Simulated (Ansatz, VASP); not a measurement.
In2Au: VASP beside Ansatz

```
CELL_PARAMETERS angstrom
0.00000 3.27253 3.27253
3.27253 0.00000 3.27253
3.27253 3.27253 0.00000
ATOMIC_POSITIONS crystal
In 0.25000 0.25000 0.25000
In 0.75000 0.75000 0.75000
Au 0.00000 0.00000 0.00000
```

Change from the starting cell: volume scaled by 1.02, crystal datasets.

Alike in both runs: task electric field gradients; functional LDA; k mesh 10 × 10 × 10; occupations fermi-dirac, width 0.05 eV; no spin polarisation.

|  | VASP | Ansatz |
| --- | --- | --- |
| version | VASP 6.6.1 | Ansatz 0.2.0 |
| potentials or method | VASP PAW LDA potentials, release 64 (In_d, Au), cutoff 520 eV | all-electron PAW with datasets made for the crystal, scalar-relativistic |

```csv
,VASP,Ansatz,Ansatz less VASP
pressure (GPa),-2.5,-2.6,-0.08
```

LDA's correlation is that of Perdew and Zunger in VASP and of Perdew and Wang (1992) in Ansatz. Ansatz ran all-electron here, and VASP with PAW potentials.

Neither program's run includes spin-orbit coupling.
